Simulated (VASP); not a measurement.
Write the native input for VASP 6.6.1 that does the following.

- Task: single point
- Functional: PBE
- Potentials or basis: VASP PAW PBE potentials, release 64 (Mg, I)
- Cutoff: 520 eV
- k mesh: 6 × 6 × 6
- Occupations: fermi-dirac, width 0.02 eV
- Spin: no spin polarisation
- Dipole correction: no
- Further INCAR settings: ALGO = Normal; EDIFF = 1e-06; NBANDS = 15

The structure of MgI2 lies in POSCAR:

```
MgI2
1.0
    0.0475098654      3.7557205885      3.7557205885
    3.7557205885      0.0475098654      3.7557205885
    3.8032304539      3.8032304539      0.0000000000
Mg I
1 2
Direct
    0.0000000000      0.0000000000      0.0000000000
    0.2510504937      0.2510504937      0.2489495063
    0.7489495063      0.7489495063      0.7510504937
```

This cell differs from its parent crystal: shear xy strain +2.5%.

The input as run:

INCAR

```
SYSTEM = MgI2
ALGO     = Normal         ! electronic algorithm
EDIFF    = 1E-6           ! SCF threshold, eV
ENCUT    = 520            ! plane-wave cutoff, eV
GGA      = PE             ! functional
ISIF     = 2              ! what is computed and relaxed
ISMEAR   = -1             ! smearing method
LASPH    = .True.         ! aspherical terms in the spheres
LCHARG   = .False.        ! write CHGCAR
LREAL    = .False.        ! projectors in reciprocal space
LWAVE    = .False.        ! write WAVECAR
NBANDS   = 15             ! bands
NELM     = 60             ! most SCF steps
PREC     = Accurate       ! precision mode
SIGMA    = 0.02           ! smearing width, eV
```

KPOINTS

```
k-points
0
Gamma
  6 6 6
  0 0 0
```

Potentials or basis: VASP PAW PBE potentials, release 64 (Mg, I).

Launch:

```console
$ cat potpaw_PBE.64/Mg/POTCAR potpaw_PBE.64/I/POTCAR > POTCAR
$ mpirun -np 1 vasp_std > vasp.out
```

Results of the run:

```yaml
Pressure: 0.2 GPa
Largest_force: 0.005 eV/Å
Band_gap_on_the_k_mesh: 0.59 eV (least direct gap 1.06 eV)
```

Caveat: the cell differs from its parent crystal (shear xy strain +2.5%); the structure was generated, so it needn't be the stable form of MgI2; semilocal functionals underestimate gaps, and a narrow one can read as zero; spin-orbit coupling is left out, which moves the levels of the heavy elements.

Wall time 64 s on 1 thread of Intel(R) Xeon(R) 6975P-C (Granite Rapids), on a shared host, peak memory 0.26 GiB.
